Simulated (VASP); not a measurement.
# W (I4/mmm) in VASP: notebook

Runs on W. Level: PBEsol. Tasks: single point.

Everything below comes from runs of VASP 6.6.1. Logs are shortened: lines on timing, memory, paths and dates and some standing lists are left out, and cuts for length are marked.

## 1. The cell of the first run

It takes space group I4/mmm (No. 139, tetragonal). The conventional cell has a = 2.785 Å, b = 2.785 Å, c = 4.182 Å, α = 90.00°, β = 90.00°, γ = 90.00°. W (site symmetry 4/mmm) has 12 W at 2.78 to 2.87 Å within 3.7 Å.

## 2. Single point, PBEsol (strain -0.030 along x and y, +0.030 along z)

INCAR reads:

```
PREC = Accurate
ENCUT = 520
EDIFF = 1E-7
ISMEAR = 0
SIGMA = 0.15
LREAL = False
LASPH = True
NELM = 60
ALGO = Normal
ISIF = 2
LWAVE = False
LCHARG = False
GGA = PS
NBANDS = 13
```

KPOINTS reads:

```
Automatic mesh
0
Gamma
  20 20 20
```

POSCAR reads:

```
W
1.0
    0.0000000000      1.9691000000      2.0909000000
    1.9691000000      0.0000000000      2.0909000000
    1.9691000000      1.9691000000      0.0000000000
W
1
Direct
    0.0000000000      0.0000000000      0.0000000000
```

Potentials or basis: VASP PAW PBE potentials, release 64 (W_sv).

On the command line:

```
$ cat potpaw_PBE.64/W_sv/POTCAR > POTCAR
$ mpirun -np 1 vasp_std > vasp.out
```

OUTCAR:

```text
PREC = Accurate
   ENCUT = 520
   EDIFF = 1E-7
   ISMEAR = 0
   LREAL = False
   LASPH = True
   NELM = 60
   ISIF = 2
   GGA = PS

 ion  position               nearest neighbor table
   1  0.000  0.000  0.000-

  LATTYP: Found a body centered tetragonal cell.
 ALAT       =     2.7847279257
 C/A-ratio  =     1.5016906899

  Lattice vectors:

 A1 = (  -1.9691000000,   0.0000000000,   2.0909000000)
 A2 = (   1.9691000000,   0.0000000000,   2.0909000000)
 A3 = (   0.0000000000,   1.9691000000,  -2.0909000000)

Analysis of symmetry for initial positions (statically):
=====================================================================
 Subroutine PRICEL returns:
 Original cell was already a primitive cell.

 Routine SETGRP: Setting up the symmetry group for a
 body centered tetragonal supercell.

 Subroutine GETGRP returns: Found 16 space group operations
 (whereof 16 operations were pure point group operations)
 out of a pool of 16 trial point group operations.

The static configuration has the point symmetry D_4h.

Analysis of symmetry for dynamics (positions and initial velocities):
=====================================================================
 Subroutine PRICEL returns:
 Original cell was already a primitive cell.

 Routine SETGRP: Setting up the symmetry group for a
 body centered tetragonal supercell.

 Subroutine GETGRP returns: Found 16 space group operations
 (whereof 16 operations were pure point group operations)
 out of a pool of 16 trial point group operations.

The dynamic configuration has the point symmetry D_4h.

 Subroutine INISYM returns: Found 16 space group operations
 (whereof 16 operations are pure point group operations),
 and found     1 'primitive' translations

----------------------------------------------------------------------------------------

                                     Primitive cell

  volume of cell :      16.2143

  direct lattice vectors                    reciprocal lattice vectors
     0.000000000  1.969100000  2.090900000    -0.253923112  0.253923112  0.239131474
     1.969100000  0.000000000  2.090900000     0.253923112 -0.253923112  0.239131474
     1.969100000  1.969100000  0.000000000     0.253923112  0.253923112 -0.239131474

  length of vectors
     2.872145125  2.872145125  2.784727926     0.431436850  0.431436850  0.431436850

  position of ions in fractional coordinates (direct lattice)
     0.000000000  0.000000000  0.000000000

  ion indices of the primitive-cell ions
[... 77 lines left out ...]
   NSW    =      0    number of steps for IOM
   IBRION =     -1    ionic relax: 0-MD 1-quasi-New 2-CG
   NFREE  =      0    steps in history (QN), initial steepest desc. (CG)
   ISIF   =      2    stress and relaxation
   ISYM   =      2    0-nonsym 1-usesym 2-fastsym
   POTIM  = 0.5000    time-step for ionic-motion
   TEBEG  =    0.0;   TEEND  =   0.0 temperature during run
   PSTRESS=    0.0 pullay stress
   NELECT =      14.0000    total number of electrons
   NUPDOWN=      -1.0000    fix difference up-down
   EMIN   =  10.00;   EMAX   =-10.00  energy-range for DOS
   EFERMI =   0.00;   METHOD = LEGACY
   ISMEAR =     0;   SIGMA  =   0.15  broadening in eV -4-tet -1-fermi 0-gaus
   EFERMI_NEDOS =   21; number of points for ismear=-14 and -15
   IALGO  =     38    algorithm
   IMIX   =      4    mixing-type and parameters
     AMIX     =   0.40;   BMIX     =  1.00
     AMIX_MAG =   1.60;   BMIX_MAG =  1.00
  volume/ion in A,a.u.               =      16.21       109.42
  Fermi-wavevector in a.u.,A,eV,Ry     =   1.558899  2.945891 33.064406  2.430165
  Thomas-Fermi vector in A             =   2.662336
   LORBIT       =      0    0 simple, 1 ext, 2 COOP (PROOUT), +10 PAW based schemes
   GGA     = PS    functional components
   LHFCALC =     F    Hartree Fock is set to
   AEXX    =    0.0000 exact exchange contribution
   IVDW    =     0    specifies the selected vdW correction
   LEPSILON=     F    determine dielectric tensor
   LRPA    =     F    only Hartree local field effects (RPA)
 non-spin polarized calculation
 Gauss-broadening in eV      SIGMA  =   0.15
  energy-cutoff  :      520.00
  volume of cell :       16.21
 maximum number of plane-waves:       452
 NGX is ok and might be reduce to    24
   NGX = 11   NGY = 11   NGZ = 11

 number of electron      14.0000000 magnetization

 Free energy of the ion-electron system (eV)
  ---------------------------------------------------
  ext. energy  EPLUGINS =         0.00000000
  ---------------------------------------------------
  free energy    TOTEN  =       -13.34326035 eV

  energy without entropy =      -13.32997368  energy(sigma->0) =      -13.33661702

 E-fermi :  10.5788     XC(G=0): -13.6240

 val. band max:       10.5743916637   @ k =  -0.1000   0.0500   0.1500
 cond. band min:      10.5819007087   @ k =  -0.4500   0.0500   0.2000
 fundamental gap:      0.0075090451
 Fermi energy:        10.5787586780

 k-point     1 :       0.0000    0.0000    0.0000
  band No.  band energies     occupation
      1     -63.1331      2.00000
      2     -26.7814      2.00000
      3     -26.7204      2.00000
      4     -26.7204      2.00000
      5       1.4171      2.00000
      6       9.3788      2.00000
      7      10.2085      1.99952
      8      10.2085      1.99952
      9      12.4122      0.00000
     10      13.6695      0.00000
     11      23.3833      0.00000
     12      27.3290      0.00000
     13      29.2468      0.00000
[... 354 lines left out ...]
  band No.  band energies     occupation
      1     -63.0359      2.00000
      2     -27.7636      2.00000
      3     -26.9665      2.00000
      4     -26.8051      2.00000
      5       4.7697      2.00000
      6       9.4153      2.00000
      7       9.6858      2.00000
      8      10.4327      1.83154
      9      14.1370      0.00000
     10      15.1935      0.00000
     11      22.0152      0.00000
     12      25.2595      0.00000
     13      30.5152      0.00000

 [... further k-points ...]
[... 5 lines left out ...]
  --------------------------------------------------------------------------------------
  -------------------------------------------------------------------------------------
  Total       -0.7763819     -0.7763819      0.4079851      0.0000000      0.0000000      0.0000000
  in kB      -76.7162183    -76.7162183     40.3140186      0.0000000      0.0000000      0.0000000
  external PRESSURE =     -37.7061393 kB  Pullay stress =       0.0000000 kB

 VOLUME and BASIS-vectors are now :
 -----------------------------------------------------------------------------
  energy-cutoff  :      520.00
  volume of cell :       16.21
      direct lattice vectors                 reciprocal lattice vectors
     0.000000000  1.969100000  2.090900000    -0.253923112  0.253923112  0.239131474
     1.969100000  0.000000000  2.090900000     0.253923112 -0.253923112  0.239131474
     1.969100000  1.969100000  0.000000000     0.253923112  0.253923112 -0.239131474

 POSITION                                       TOTAL-FORCE (eV/Angst)
 -----------------------------------------------------------------------------------
      0.00000      0.00000      0.00000         0.000000      0.000000     -0.000000
 -----------------------------------------------------------------------------------
    total drift:                               -0.000000     -0.000000     -0.000000

  FREE ENERGIE OF THE ION-ELECTRON SYSTEM (eV)
  ---------------------------------------------------
  free  energy   TOTEN  =       -13.3432603535 eV

  energy  without entropy=      -13.3299736823  energy(sigma->0) =      -13.33661702
```

Run time: 66 s. Hardware: 1 thread of AMD EPYC 9R45 (Zen 5), shared host; peak memory 0.22 GiB.

Results:

* Free energy: -13.3433 eV
* Pressure: -3.8 GPa
* Band gap on the k mesh: zero (band 7 reaches 14.03 eV, above the bottom of band 8 at 10.11 eV)

Caveat: the cell differs from its parent crystal (strain -0.030 along x and y, +0.030 along z); the PAW data sets were made with another functional, which shifts forces and pressure a little; spin-orbit coupling is left out, which moves the levels of the heavy elements.

## 3. Single point, PBEsol (strain +0.000 along x and y, -0.030 along z)

INCAR reads:

```
SYSTEM = W
ALGO     = Fast           ! electronic algorithm
EDIFF    = 1E-7           ! SCF threshold, eV
ENCUT    = 520            ! plane-wave cutoff, eV
GGA      = PS             ! functional
ISIF     = 2              ! what is computed and relaxed
ISMEAR   = 0              ! smearing method
LASPH    = .TRUE.         ! aspherical terms in the spheres
LCHARG   = .FALSE.        ! write CHGCAR
LREAL    = .FALSE.        ! projectors in reciprocal space
LWAVE    = .FALSE.        ! write WAVECAR
NBANDS   = 13             ! bands
NELM     = 80             ! most SCF steps
PREC     = Accurate       ! precision mode
SIGMA    = 0.15           ! smearing width, eV
```

KPOINTS reads:

```
k-points
0
G
  20 20 20
  0 0 0
```

POSCAR reads:

```
W
1.0
    0.0000000000      2.0300000000      1.9691000000
    2.0300000000      0.0000000000      1.9691000000
    2.0300000000      2.0300000000      0.0000000000
W
1
Direct
    0.0000000000      0.0000000000      0.0000000000
```

Potentials or basis: VASP PAW PBE potentials, release 64 (W_sv).

On the command line:

```
$ cat potpaw_PBE.64/W_sv/POTCAR > POTCAR
$ mpirun -np 1 vasp_std > vasp.out
```

OUTCAR:

```text
SYSTEM = W
   EDIFF = 1E-7
   ENCUT = 520
   GGA = PS
   ISIF = 2
   ISMEAR = 0
   LASPH = .TRUE.
   LREAL = .FALSE.
   NELM = 80
   PREC = Accurate

 ion  position               nearest neighbor table
   1  0.000  0.000  0.000-

  LATTYP: Found a body centered tetragonal cell.
 ALAT       =     2.8708535316
 C/A-ratio  =     1.3717871555

  Lattice vectors:

 A1 = (   0.0000000000,  -2.0300000000,  -1.9691000000)
 A2 = (   0.0000000000,   2.0300000000,  -1.9691000000)
 A3 = (   2.0300000000,   0.0000000000,   1.9691000000)

Analysis of symmetry for initial positions (statically):
=====================================================================
 Subroutine PRICEL returns:
 Original cell was already a primitive cell.

 Routine SETGRP: Setting up the symmetry group for a
 body centered tetragonal supercell.

 Subroutine GETGRP returns: Found 16 space group operations
 (whereof 16 operations were pure point group operations)
 out of a pool of 16 trial point group operations.

The static configuration has the point symmetry D_4h.

Analysis of symmetry for dynamics (positions and initial velocities):
=====================================================================
 Subroutine PRICEL returns:
 Original cell was already a primitive cell.

 Routine SETGRP: Setting up the symmetry group for a
 body centered tetragonal supercell.

 Subroutine GETGRP returns: Found 16 space group operations
 (whereof 16 operations were pure point group operations)
 out of a pool of 16 trial point group operations.

The dynamic configuration has the point symmetry D_4h.

 Subroutine INISYM returns: Found 16 space group operations
 (whereof 16 operations are pure point group operations),
 and found     1 'primitive' translations

----------------------------------------------------------------------------------------

                                     Primitive cell

  volume of cell :      16.2289

  direct lattice vectors                    reciprocal lattice vectors
     0.000000000  2.030000000  1.969100000    -0.246305419  0.246305419  0.253923112
     2.030000000  0.000000000  1.969100000     0.246305419 -0.246305419  0.253923112
     2.030000000  2.030000000  0.000000000     0.246305419  0.246305419 -0.253923112

  length of vectors
     2.828118599  2.828118599  2.870853532     0.431056453  0.431056453  0.431056453

  position of ions in fractional coordinates (direct lattice)
     0.000000000  0.000000000  0.000000000

  ion indices of the primitive-cell ions
   primitive index   ion index
                 1           1

----------------------------------------------------------------------------------------

 KPOINTS: k-points

Automatic generation of k-mesh.
 Grid dimensions read from file:
 generate k-points for:   20   20   20

 Generating k-lattice:

  Cartesian coordinates                     Fractional coordinates (reciprocal lattice)
    -0.012315271  0.012315271  0.012696156     0.050000000  0.000000000  0.000000000
     0.012315271 -0.012315271  0.012696156     0.000000000  0.050000000  0.000000000
     0.012315271  0.012315271 -0.012696156     0.000000000  0.000000000  0.050000000

  Length of vectors
     0.021552823  0.021552823  0.021552823

  Shift w.r.t. Gamma in fractional coordinates (k-lattice)
     0.000000000  0.000000000  0.000000000

 Subroutine IBZKPT returns following result:
 ===========================================

 Found    641 irreducible k-points:

 Following reciprocal coordinates:
            Coordinates               Weight
  0.000000  0.000000  0.000000      1.000000
  0.050000  0.000000  0.000000      8.000000
  0.100000  0.000000  0.000000      8.000000
  0.150000  0.000000  0.000000      8.000000
  0.200000  0.000000  0.000000      8.000000
  0.250000  0.000000  0.000000      8.000000
[... 16 lines left out ...]
 -0.400000  0.050000  0.000000      8.000000
 -0.350000  0.050000  0.000000      8.000000
 [... further k-points ...]
   k-points           NKPTS =    641   k-points in BZ     NKDIM =    641   number of bands    NBANDS=     13
   number of dos      NEDOS =    301   number of ions     NIONS =      1
   total plane-waves  NPLWV =  13824
   dimension x,y,z NGX =    24 NGY =   24 NGZ =   24
   dimension x,y,z NGXF=    48 NGYF=   48 NGZF=   48
   ions per type =               1
   NGX,Y,Z   is equivalent  to a cutoff of  14.11, 14.11, 13.90 a.u.
   NGXF,Y,Z  is equivalent  to a cutoff of  28.22, 28.22, 27.80 a.u.
 SYSTEM =  W
   PREC   = accura    normal or accurate (medium, high low for compatibility)
   ISTART =      0    job   : 0-new  1-cont  2-samecut
   ICHARG =      2    charge: 1-file 2-atom 10-const
   ISPIN  =      1    spin polarized calculation?
   LNONCOLLINEAR =      F non collinear calculations
   LSORBIT =      F    spin-orbit coupling
   LASPH  =      T    aspherical Exc in radial PAW
   ENCUT  =  520.0 eV  38.22 Ry    6.18 a.u.   5.26  5.26  5.34*2*pi/ulx,y,z
   NELM   =     80;   NELMIN=  2; NELMDL= -5     # of ELM steps
   EDIFF  = 0.1E-06   stopping-criterion for ELM
   LREAL  =      F    real-space projection
   EDIFFG = 0.1E-05   stopping-criterion for IOM
   NSW    =      0    number of steps for IOM
   IBRION =     -1    ionic relax: 0-MD 1-quasi-New 2-CG
   NFREE  =      0    steps in history (QN), initial steepest desc. (CG)
   ISIF   =      2    stress and relaxation
   ISYM   =      2    0-nonsym 1-usesym 2-fastsym
   POTIM  = 0.5000    time-step for ionic-motion
   TEBEG  =    0.0;   TEEND  =   0.0 temperature during run
   PSTRESS=    0.0 pullay stress
   NELECT =      14.0000    total number of electrons
   NUPDOWN=      -1.0000    fix difference up-down
   EMIN   =  10.00;   EMAX   =-10.00  energy-range for DOS
   EFERMI =   0.00;   METHOD = LEGACY
   ISMEAR =     0;   SIGMA  =   0.15  broadening in eV -4-tet -1-fermi 0-gaus
   EFERMI_NEDOS =   21; number of points for ismear=-14 and -15
   IALGO  =     68    algorithm
   IMIX   =      4    mixing-type and parameters
     AMIX     =   0.40;   BMIX     =  1.00
     AMIX_MAG =   1.60;   BMIX_MAG =  1.00
  volume/ion in A,a.u.               =      16.23       109.52
  Fermi-wavevector in a.u.,A,eV,Ry     =   1.558431  2.945007 33.044565  2.428707
  Thomas-Fermi vector in A             =   2.661936
   LORBIT       =      0    0 simple, 1 ext, 2 COOP (PROOUT), +10 PAW based schemes
   GGA     = PS    functional components
   LHFCALC =     F    Hartree Fock is set to
   AEXX    =    0.0000 exact exchange contribution
   IVDW    =     0    specifies the selected vdW correction
   LEPSILON=     F    determine dielectric tensor
   LRPA    =     F    only Hartree local field effects (RPA)
 non-spin polarized calculation
 RMM-DIIS sequential band-by-band and
 Gauss-broadening in eV      SIGMA  =   0.15
  energy-cutoff  :      520.00
  volume of cell :       16.23
 maximum number of plane-waves:       452
 NGX is ok and might be reduce to    24
   NGX = 11   NGY = 11   NGZ = 11

 number of electron      14.0000000 magnetization

 Free energy of the ion-electron system (eV)
  ---------------------------------------------------
  ext. energy  EPLUGINS =         0.00000000
  ---------------------------------------------------
  free energy    TOTEN  =       -13.32351998 eV

  energy without entropy =      -13.30974920  energy(sigma->0) =      -13.31663459

 E-fermi :  10.4983     XC(G=0): -13.6190

 val. band max:       10.4955046457   @ k =   0.1000   0.0000   0.1000
 cond. band min:      10.4985827887   @ k =  -0.1000   0.4000   0.3000
 fundamental gap:      0.0030781430
 Fermi energy:        10.4983047542

 k-point     1 :       0.0000    0.0000    0.0000
  band No.  band energies     occupation
      1     -63.1412      2.00000
      2     -26.7598      2.00000
      3     -26.7598      2.00000
      4     -26.7371      2.00000
      5       1.4079      2.00000
      6       9.7703      2.00000
      7       9.7703      2.00000
      8      10.1669      1.99822
      9      12.7586      0.00000
     10      13.3434      0.00000
     11      23.3287      0.00000
     12      28.2131      0.00000
     13      28.2131      0.00000
[... 353 lines left out ...]
 k-point    24 :      -0.3500    0.0500    0.0000
  band No.  band energies     occupation
      1     -63.0465      2.00000
      2     -27.7503      2.00000
      3     -26.9077      2.00000
      4     -26.8922      2.00000
      5       4.7421      2.00000
      6       9.6011      2.00000
      7       9.7607      2.00000
      8      10.0899      1.99988
      9      14.2064      0.00000
     10      14.9843      0.00000
     11      22.1252      0.00000
     12      25.1667      0.00000
     13      30.8120      0.00000

 [... further k-points ...]
[... 5 lines left out ...]
  --------------------------------------------------------------------------------------
  -------------------------------------------------------------------------------------
  Total       -0.0485103     -0.0485103     -1.1092913      0.0000000     -0.0000000      0.0000000
  in kB       -4.7891107     -4.7891107   -109.5131718      0.0000000     -0.0000000      0.0000000
  external PRESSURE =     -39.6971311 kB  Pullay stress =       0.0000000 kB

 VOLUME and BASIS-vectors are now :
 -----------------------------------------------------------------------------
  energy-cutoff  :      520.00
  volume of cell :       16.23
      direct lattice vectors                 reciprocal lattice vectors
     0.000000000  2.030000000  1.969100000    -0.246305419  0.246305419  0.253923112
     2.030000000  0.000000000  1.969100000     0.246305419 -0.246305419  0.253923112
     2.030000000  2.030000000  0.000000000     0.246305419  0.246305419 -0.253923112

 POSITION                                       TOTAL-FORCE (eV/Angst)
 -----------------------------------------------------------------------------------
      0.00000      0.00000      0.00000         0.000000      0.000000      0.000000
 -----------------------------------------------------------------------------------
    total drift:                               -0.000000     -0.000000     -0.000000

  FREE ENERGIE OF THE ION-ELECTRON SYSTEM (eV)
  ---------------------------------------------------
  free  energy   TOTEN  =       -13.3235199757 eV

  energy  without entropy=      -13.3097492008  energy(sigma->0) =      -13.31663459
```

Run time: 94 s. Hardware: 1 thread of AMD EPYC 9R45 (Zen 5), shared host; peak memory 0.22 GiB.

Results:

```yaml
Free_energy: -13.3235 eV
Pressure: -4.0 GPa
Band_gap_on_the_k_mesh: zero (band 7 reaches 14.01 eV, above the bottom of band 8 at 9.94 eV)
```

Stress tensor (GPa, compression positive):
```
 -0.48   0.00   0.00
  0.00  -0.48   0.00
  0.00   0.00 -10.95
```

Levels at points of the mesh, in eV from the Fermi level:
| k point | band 5 | band 6 | band 7 | band 8 | band 9 | band 10 |
| --- | --- | --- | --- | --- | --- | --- |
| (0.00, 0.00, 0.00) | -9.09 | -0.73 | -0.73 | -0.33 | 2.26 | 2.85 |
| (0.50, 0.00, 0.00) | -5.70 | -1.07 | -0.60 | 0.66 | 4.95 | 5.24 |
| (0.50, 0.50, 0.00) | -5.58 | -4.67 | 3.52 | 5.03 | 5.87 | 5.87 |
| (0.50, 0.00, 0.50) | -5.62 | -4.58 | 2.90 | 5.04 | 5.60 | 6.07 |

Caveat: the cell differs from its parent crystal (strain +0.000 along x and y, -0.030 along z); the PAW data sets were made with another functional, which shifts forces and pressure a little; spin-orbit coupling is left out, which moves the levels of the heavy elements.

(Continued in part 2 of 2.)
